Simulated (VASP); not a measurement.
# InSb3 (Fm-3m) in VASP: a series of runs

InSb3 is run at these levels: r2SCAN; tasks: single point.

All numbers are computed with VASP 6.6.1; they aren't measurements. Logs are shortened: lines on timing, memory, paths and dates and some standing lists are left out, and cuts for length are marked.

**1. The cell of the first run**

The structure is cubic, space group Fm-3m (No. 225). The conventional cell has a = 7.620 Å, b = 7.620 Å, c = 7.620 Å, α = 90.00°, β = 90.00°, γ = 90.00°. Within 4.3 Å of In (site symmetry m-3m) lie 14 Sb at 3.30 to 3.81 Å. Within 4.3 Å of Sb (site symmetry -43m) lie 4 In at 3.30 Å and 10 Sb at 3.30 to 3.81 Å. Within 4.3 Å of Sb (site symmetry m-3m) lie 8 Sb at 3.30 Å and 6 In at 3.81 Å.

**2. Single point, r2SCAN (27.65 Å³/atom)**

Input file POSCAR:

```
InSb3
1.0
    0.0000000000      3.8097867236      3.8097867236
    3.8097867236      0.0000000000      3.8097867236
    3.8097867236      3.8097867236      0.0000000000
In Sb
1 3
Direct
    0.0000000000      0.0000000000      0.0000000000
    0.2500000000      0.2500000000      0.2500000000
    0.7500000000      0.7500000000      0.7500000000
    0.5000000000      0.5000000000      0.5000000000
```

Input file INCAR.step1:

```
SYSTEM = InSb3
ALGO = Normal
EDIFF = 1E-4
ENCUT = 520
GGA = PE
ISMEAR = 0
LASPH = .True.
LCHARG = .False.
LREAL = .False.
LWAVE = .True.
NBANDS = 22
NELM = 80
PREC = Accurate
SIGMA = 0.1
```

Input file INCAR.step2:

```
SYSTEM = InSb3
ALGO = Normal
EDIFF = 1E-7
ENCUT = 520
ISIF = 2
ISMEAR = 0
ISTART = 1
LASPH = .True.
LCHARG = .False.
LMIXTAU = .True.
LREAL = .False.
LWAVE = .False.
METAGGA = R2SCAN
NBANDS = 22
NELM = 80
PREC = Accurate
SIGMA = 0.1
```

Input file KPOINTS:

```
k-points
0
Gamma
  10 10 10
  0 0 0
```

Potentials or basis: VASP PAW PBE potentials, release 64 (In_d, Sb).

On the command line:

```sh
$ cat potpaw_PBE.64/In_d/POTCAR potpaw_PBE.64/Sb/POTCAR > POTCAR
$ cp INCAR.step1 INCAR
$ mpirun -np 1 vasp_std > vasp.out
$ cp INCAR.step2 INCAR
$ mpirun -np 1 vasp_std > vasp.out
```

OUTCAR:

```text
SYSTEM = InSb3
   EDIFF = 1E-7
   ENCUT = 520
   ISIF = 2
   ISMEAR = 0
   ISTART = 1
   LASPH = .True.
   LREAL = .False.
   METAGGA = R2SCAN
   NELM = 80
   PREC = Accurate

 ion  position               nearest neighbor table
   1  0.000  0.000  0.000-   3 3.30   3 3.30   3 3.30   2 3.30   3 3.30   2 3.30   2 3.30   2 3.30
                             4 3.81   4 3.81   4 3.81   4 3.81   4 3.81   4 3.81
   2  0.250  0.250  0.250-   1 3.30   1 3.30   1 3.30   1 3.30   4 3.30   4 3.30   4 3.30   4 3.30

   3  0.750  0.750  0.750-   4 3.30   4 3.30   4 3.30   1 3.30   4 3.30   1 3.30   1 3.30   1 3.30

   4  0.500  0.500  0.500-   2 3.30   2 3.30   2 3.30   2 3.30   3 3.30   3 3.30   3 3.30   3 3.30
                             1 3.81   1 3.81   1 3.81   1 3.81   1 3.81   1 3.81

  LATTYP: Found a face centered cubic cell.
 ALAT       =     7.6195734472

  Lattice vectors:

 A1 = (   0.0000000000,   3.8097867236,   3.8097867236)
 A2 = (   3.8097867236,   0.0000000000,   3.8097867236)
 A3 = (   3.8097867236,   3.8097867236,   0.0000000000)

Analysis of symmetry for initial positions (statically):
=====================================================================
 Subroutine PRICEL returns:
 Original cell was already a primitive cell.

 Routine SETGRP: Setting up the symmetry group for a
 face centered cubic supercell.

 Subroutine GETGRP returns: Found 48 space group operations
 (whereof 48 operations were pure point group operations)
 out of a pool of 48 trial point group operations.

The static configuration has the point symmetry O_h .

Analysis of symmetry for dynamics (positions and initial velocities):
=====================================================================
 Subroutine PRICEL returns:
 Original cell was already a primitive cell.

 Routine SETGRP: Setting up the symmetry group for a
 face centered cubic supercell.

 Subroutine GETGRP returns: Found 48 space group operations
 (whereof 48 operations were pure point group operations)
 out of a pool of 48 trial point group operations.

The dynamic configuration has the point symmetry O_h .

 Subroutine INISYM returns: Found 48 space group operations
 (whereof 48 operations are pure point group operations),
 and found     1 'primitive' translations

----------------------------------------------------------------------------------------

                                     Primitive cell

  volume of cell :     110.5941

  direct lattice vectors                    reciprocal lattice vectors
     0.000000000  3.809786724  3.809786724    -0.131240942  0.131240942  0.131240942
     3.809786724  0.000000000  3.809786724     0.131240942 -0.131240942  0.131240942
     3.809786724  3.809786724  0.000000000     0.131240942  0.131240942 -0.131240942

  length of vectors
     5.387852054  5.387852054  5.387852054     0.227315980  0.227315980  0.227315980

  position of ions in fractional coordinates (direct lattice)
     0.000000000  0.000000000  0.000000000
     0.250000000  0.250000000  0.250000000
     0.750000000  0.750000000  0.750000000
     0.500000000  0.500000000  0.500000000

  ion indices of the primitive-cell ions
   primitive index   ion index
                 1           1
                 2           2
                 3           3
                 4           4

----------------------------------------------------------------------------------------

 KPOINTS: k-points

Automatic generation of k-mesh.
 Grid dimensions read from file:
 generate k-points for:   10   10   10

 Generating k-lattice:

  Cartesian coordinates                     Fractional coordinates (reciprocal lattice)
    -0.013124094  0.013124094  0.013124094     0.100000000  0.000000000  0.000000000
     0.013124094 -0.013124094  0.013124094     0.000000000  0.100000000  0.000000000
     0.013124094  0.013124094 -0.013124094     0.000000000  0.000000000  0.100000000

  Length of vectors
     0.022731598  0.022731598  0.022731598

  Shift w.r.t. Gamma in fractional coordinates (k-lattice)
     0.000000000  0.000000000  0.000000000

 Subroutine IBZKPT returns following result:
 ===========================================

 Found     47 irreducible k-points:

 Following reciprocal coordinates:
            Coordinates               Weight
  0.000000  0.000000  0.000000      1.000000
  0.100000  0.000000  0.000000      8.000000
  0.200000  0.000000  0.000000      8.000000
  0.300000  0.000000  0.000000      8.000000
  0.400000  0.000000  0.000000      8.000000
  0.500000  0.000000  0.000000      4.000000
[... 16 lines left out ...]
  0.300000  0.300000  0.000000      6.000000
  0.400000  0.300000  0.000000     24.000000
 [... further k-points ...]
   k-points           NKPTS =     47   k-points in BZ     NKDIM =     47   number of bands    NBANDS=     22
   number of dos      NEDOS =    301   number of ions     NIONS =      4
   total plane-waves  NPLWV =  64000
   dimension x,y,z NGX =    40 NGY =   40 NGZ =   40
   dimension x,y,z NGXF=    80 NGYF=   80 NGZF=   80
   ions per type =               1   3
   NGX,Y,Z   is equivalent  to a cutoff of  12.34, 12.34, 12.34 a.u.
   NGXF,Y,Z  is equivalent  to a cutoff of  24.68, 24.68, 24.68 a.u.
 SYSTEM =  InSb3
   PREC   = accura    normal or accurate (medium, high low for compatibility)
   ISTART =      1    job   : 0-new  1-cont  2-samecut
   ICHARG =      0    charge: 1-file 2-atom 10-const
   ISPIN  =      1    spin polarized calculation?
   LNONCOLLINEAR =      F non collinear calculations
   LSORBIT =      F    spin-orbit coupling
   LASPH  =      T    aspherical Exc in radial PAW
   ENCUT  =  520.0 eV  38.22 Ry    6.18 a.u.  10.02 10.02 10.02*2*pi/ulx,y,z
   NELM   =     80;   NELMIN=  2; NELMDL=  0     # of ELM steps
   EDIFF  = 0.1E-06   stopping-criterion for ELM
   LREAL  =      F    real-space projection
   EDIFFG = 0.1E-05   stopping-criterion for IOM
   NSW    =      0    number of steps for IOM
   IBRION =     -1    ionic relax: 0-MD 1-quasi-New 2-CG
   NFREE  =      0    steps in history (QN), initial steepest desc. (CG)
   ISIF   =      2    stress and relaxation
   ISYM   =      2    0-nonsym 1-usesym 2-fastsym
   POTIM  = 0.5000    time-step for ionic-motion
   TEBEG  =    0.0;   TEEND  =   0.0 temperature during run
   PSTRESS=    0.0 pullay stress
   NELECT =      28.0000    total number of electrons
   NUPDOWN=      -1.0000    fix difference up-down
   EMIN   =  10.00;   EMAX   =-10.00  energy-range for DOS
   EFERMI =   0.00;   METHOD = LEGACY
   ISMEAR =     0;   SIGMA  =   0.10  broadening in eV -4-tet -1-fermi 0-gaus
   EFERMI_NEDOS =   21; number of points for ismear=-14 and -15
   IALGO  =     38    algorithm
   IMIX   =      4    mixing-type and parameters
     AMIX     =   0.40;   BMIX     =  1.00
     AMIX_MAG =   1.60;   BMIX_MAG =  1.00
  volume/ion in A,a.u.               =      27.65       186.58
  Fermi-wavevector in a.u.,A,eV,Ry     =   1.035659  1.957112 14.593471  1.072590
  Thomas-Fermi vector in A             =   2.170013
   LORBIT       =      0    0 simple, 1 ext, 2 COOP (PROOUT), +10 PAW based schemes
   METAGGA = R2SCAN    functional components
   LHFCALC =     F    Hartree Fock is set to
   AEXX    =    0.0000 exact exchange contribution
   IVDW    =     0    specifies the selected vdW correction
   LEPSILON=     F    determine dielectric tensor
   LRPA    =     F    only Hartree local field effects (RPA)
 non-spin polarized calculation
 Gauss-broadening in eV      SIGMA  =   0.10
  energy-cutoff  :      520.00
  volume of cell :      110.59
 maximum number of plane-waves:      3000
   NGX = 21   NGY = 21   NGZ = 21

 number of electron      27.9999993 magnetization

 Free energy of the ion-electron system (eV)
  ---------------------------------------------------
  ext. energy  EPLUGINS =         0.00000000
  ---------------------------------------------------
  free energy    TOTEN  =       -98.65005496 eV

  energy without entropy =      -98.63894247  energy(sigma->0) =      -98.64449871

 E-fermi :   7.7634     XC(G=0): -10.6665

 val. band max:        7.7303023246   @ k =   0.4000   0.2000   0.1000
 cond. band min:       7.7801470963   @ k =  -0.2000   0.3000   0.1000
 fundamental gap:      0.0498447717
 Fermi energy:         7.7634248995

 k-point     1 :       0.0000    0.0000    0.0000
  band No.  band energies     occupation
      1      -7.3544      2.00000
      2      -7.3544      2.00000
      3      -7.3544      2.00000
      4      -7.3192      2.00000
      5      -7.3192      2.00000
      6      -4.9604      2.00000
[... 14 lines left out ...]
     21      14.7654      0.00000
     22      14.7654      0.00000

 k-point     2 :       0.1000    0.0000    0.0000
  band No.  band energies     occupation
      1      -7.3557      2.00000
      2      -7.3538      2.00000
      3      -7.3538      2.00000
      4      -7.3194      2.00000
      5      -7.3194      2.00000
      6      -4.8833      2.00000
[... 14 lines left out ...]
     21      14.0496      0.00000
     22      14.5927      0.00000

 k-point     3 :       0.2000    0.0000    0.0000
  band No.  band energies     occupation
      1      -7.3595      2.00000
      2      -7.3523      2.00000
      3      -7.3523      2.00000
      4      -7.3198      2.00000
      5      -7.3197      2.00000
      6      -4.6533      2.00000
[... 14 lines left out ...]
     21      12.7201      0.00000
     22      14.0183      0.00000

 k-point     4 :       0.3000    0.0000    0.0000
  band No.  band energies     occupation
      1      -7.3645      2.00000
      2      -7.3506      2.00000
      3      -7.3505      2.00000
      4      -7.3201      2.00000
      5      -7.3201      2.00000
      6      -4.2783      2.00000
[... 14 lines left out ...]
     21      12.8946      0.00000
     22      13.9955      0.00000

 k-point     5 :       0.4000    0.0000    0.0000
  band No.  band energies     occupation
      1      -7.3688      2.00000
      2      -7.3493      2.00000
      3      -7.3493      2.00000
      4      -7.3202      2.00000
      5      -7.3202      2.00000
      6      -3.7918      2.00000
[... 14 lines left out ...]
     21      13.1540      0.00000
     22      15.3269      0.00000

 k-point     6 :       0.5000    0.0000    0.0000
  band No.  band energies     occupation
      1      -7.3705      2.00000
      2      -7.3489      2.00000
      3      -7.3488      2.00000
      4      -7.3202      2.00000
      5      -7.3202      2.00000
      6      -3.4370      2.00000
[... 14 lines left out ...]
     21      13.7811      0.00000
     22      16.5216      0.00000

 k-point     7 :       0.1000    0.1000    0.0000
  band No.  band energies     occupation
      1      -7.3567      2.00000
      2      -7.3533      2.00000
      3      -7.3533      2.00000
      4      -7.3200      2.00000
      5      -7.3189      2.00000
      6      -4.8575      2.00000
[... 324 lines left out ...]
      6      -3.2209      2.00000
[... 14 lines left out ...]
     21      13.2872      0.00000
     22      16.1309      0.00000

 k-point    21 :      -0.3000    0.2000    0.0000
  band No.  band energies     occupation
      1      -7.3636      2.00000
      2      -7.3548      2.00000
      3      -7.3480      2.00000
      4      -7.3217      2.00000
      5      -7.3210      2.00000
      6      -3.6963      2.00000
[... 14 lines left out ...]
     21      13.3868      0.00000
     22      15.0327      0.00000

 k-point    22 :      -0.2000    0.2000    0.0000
  band No.  band energies     occupation
      1      -7.3624      2.00000
      2      -7.3531      2.00000
      3      -7.3498      2.00000
      4      -7.3212      2.00000
      5      -7.3203      2.00000
      6      -4.1506      2.00000
[... 14 lines left out ...]
     21      13.8432      0.00000
     22      13.8822      0.00000

 k-point    23 :       0.3000    0.3000    0.0000
  band No.  band energies     occupation
      1      -7.3706      2.00000
      2      -7.3466      2.00000
      3      -7.3466      2.00000
      4      -7.3262      2.00000
      5      -7.3175      2.00000
      6      -4.0467      2.00000
[... 14 lines left out ...]
     21      12.2113      0.00000
     22      12.4495      0.00000

 k-point    24 :       0.4000    0.3000    0.0000
  band No.  band energies     occupation
      1      -7.3730      2.00000
      2      -7.3462      2.00000
      3      -7.3450      2.00000
      4      -7.3277      2.00000
      5      -7.3175      2.00000
      6      -3.6796      2.00000
[... 14 lines left out ...]
     21      12.4222      0.00000
     22      13.0433      0.00000

 [... further k-points ...]
[... 5 lines left out ...]
  --------------------------------------------------------------------------------------
  -------------------------------------------------------------------------------------
  Total       -1.0970181     -1.0970181     -1.0970181     -0.0000000     -0.0000000      0.0000000
  in kB      -15.8925056    -15.8925056    -15.8925056     -0.0000000     -0.0000000      0.0000000
  external PRESSURE =     -15.8925056 kB  Pullay stress =       0.0000000 kB

 VOLUME and BASIS-vectors are now :
 -----------------------------------------------------------------------------
  energy-cutoff  :      520.00
  volume of cell :      110.59
      direct lattice vectors                 reciprocal lattice vectors
     0.000000000  3.809786724  3.809786724    -0.131240942  0.131240942  0.131240942
     3.809786724  0.000000000  3.809786724     0.131240942 -0.131240942  0.131240942
     3.809786724  3.809786724  0.000000000     0.131240942  0.131240942 -0.131240942

 POSITION                                       TOTAL-FORCE (eV/Angst)
 -----------------------------------------------------------------------------------
      0.00000      0.00000      0.00000        -0.000000     -0.000000     -0.000000
      1.90489      1.90489      1.90489         0.000000      0.000000     -0.000000
      5.71468      5.71468      5.71468         0.000000      0.000000      0.000000
      3.80979      3.80979      3.80979        -0.000000     -0.000000     -0.000000
 -----------------------------------------------------------------------------------
    total drift:                               -0.000000      0.000000      0.000000

  FREE ENERGIE OF THE ION-ELECTRON SYSTEM (eV)
  ---------------------------------------------------
  free  energy   TOTEN  =       -98.6500549574 eV

  energy  without entropy=      -98.6389424692  energy(sigma->0) =      -98.64449871
```

It took 6.8 min on 1 thread of Intel Xeon 6975P-C (Granite Rapids), shared host; peak memory 0.32 GiB.

What came out:

- Free energy: -98.6501 eV
- Pressure: -1.6 GPa
- Band gap on the k mesh: zero (bands 14 and 15 overlap by 3.32 eV)

Caveat: the PAW data sets were made with another functional, which shifts forces and pressure a little; spin-orbit coupling is left out, which moves the levels of the heavy elements.

**3. Single point, r2SCAN (28.45 Å³/atom)**

This run uses another cell than the first one, of 28.45 Å³/atom.

Input file POSCAR:

```
InSb3
1.0
    0.0000000000      3.8464215357      3.8464215357
    3.8464215357      0.0000000000      3.8464215357
    3.8464215357      3.8464215357      0.0000000000
In Sb
1 3
Direct
    0.0000000000      0.0000000000      0.0000000000
    0.2500000000      0.2500000000      0.2500000000
    0.7500000000      0.7500000000      0.7500000000
    0.5000000000      0.5000000000      0.5000000000
```

Input file INCAR.step1:

```
SYSTEM = InSb3
PREC = Accurate
ENCUT = 520
ISMEAR = 0
SIGMA = 0.1
LREAL = .FALSE.
LASPH = .TRUE.
NELM = 80
NBANDS = 22
GGA = PE
ALGO = Normal
EDIFF = 1E-4
LWAVE = .TRUE.
LCHARG = .FALSE.
```

Input file INCAR.step2:

```
SYSTEM = InSb3
PREC = Accurate
ENCUT = 520
EDIFF = 1E-7
ISMEAR = 0
SIGMA = 0.1
LREAL = .FALSE.
LASPH = .TRUE.
NELM = 80
ALGO = Normal
ISIF = 2
LWAVE = .FALSE.
LCHARG = .TRUE.
METAGGA = R2SCAN
LMIXTAU = .TRUE.
LELF = .TRUE.
LVHAR = .TRUE.
NBANDS = 22
ISTART = 1
```

Input file KPOINTS:

```
regular mesh
0
G
  10 10 10
  0 0 0
```

Potentials or basis: VASP PAW PBE potentials, release 64 (In_d, Sb).

On the command line:

```sh
$ cat potpaw_PBE.64/In_d/POTCAR potpaw_PBE.64/Sb/POTCAR > POTCAR
$ cp INCAR.step1 INCAR
$ mpirun -np 1 vasp_std > vasp.out
$ cp INCAR.step2 INCAR
$ mpirun -np 1 vasp_std > vasp.out
```

Wall time 6.9 min (1 thread of Intel Xeon 6975P-C (Granite Rapids), shared host); peak memory 0.32 GiB.

It converged, with:

```yaml
Free_energy: -98.6052 eV
Pressure: -2.9 GPa
Band_gap_on_the_k_mesh: zero (bands 14 and 15 overlap by 3.39 eV)
```

Levels at points of the mesh, in eV from the Fermi level:
```csv
k point,band 12,band 13,band 14,band 15,band 16,band 17
"(0.00, 0.00, 0.00)",-2.41,-2.41,-2.41,-2.37,-0.66,-0.66
"(0.50, 0.00, 0.00)",-2.59,-2.59,-0.27,-0.17,1.97,1.97
"(0.50, 0.50, 0.00)",0.37,0.80,0.80,1.27,1.61,1.80
```

Caveat: the PAW data sets were made with another functional, which shifts forces and pressure a little; spin-orbit coupling is left out, which moves the levels of the heavy elements.
